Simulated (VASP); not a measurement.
Wanted: the native input for a VASP 6.6.1 run.

```yaml
Task: single point
Functional: PBE
Potentials_or_basis: VASP PAW PBE potentials, release 64 (In_d, P)
Cutoff: 520 eV
k_mesh: 11 × 11 × 11
Occupations: fermi-dirac, width 0.03 eV
Spin: no spin polarisation
Dipole_correction: no
Further_INCAR_settings: ALGO = Normal; EDIFF = 1e-07; NBANDS = 16
```

The structure of InP lies in POSCAR:

```
InP
1.0
    0.0000000000      2.7967183404      2.7967183404
    2.7967183404      0.0000000000      2.7967183404
    2.7967183404      2.7967183404      0.0000000000
In P
1 1
Direct
    0.0000000000      0.0000000000      0.0000000000
    0.5000000000      0.5000000000      0.5000000000
```

These files were run (other wordings do the same):

INCAR

```
ALGO = Normal
EDIFF = 1E-7
ENCUT = 520
GGA = PE
ISIF = 2
ISMEAR = -1
LASPH = T
LCHARG = F
LREAL = F
LWAVE = F
NBANDS = 16
NELM = 80
PREC = Accurate
SIGMA = 0.03
```

KPOINTS

```
k-points
0
Gamma
  11 11 11
```

Potentials or basis: VASP PAW PBE potentials, release 64 (In_d, P).

Launch:

```bash
$ cat potpaw_PBE.64/In_d/POTCAR potpaw_PBE.64/P/POTCAR > POTCAR
$ mpirun -np 1 vasp_std > vasp.out
```

Results of the run:

| Quantity | Value |
| --- | --- |
| Pressure | -2.1 GPa |
| Band gap on the k mesh | zero (bands 9 and 10 overlap by 2.50 eV) |

Caveat: spin-orbit coupling is left out, which moves the levels of the heavy elements.

It took 29 s on 1 thread of AMD EPYC 7R13, on a shared host, peak memory 0.16 GiB.
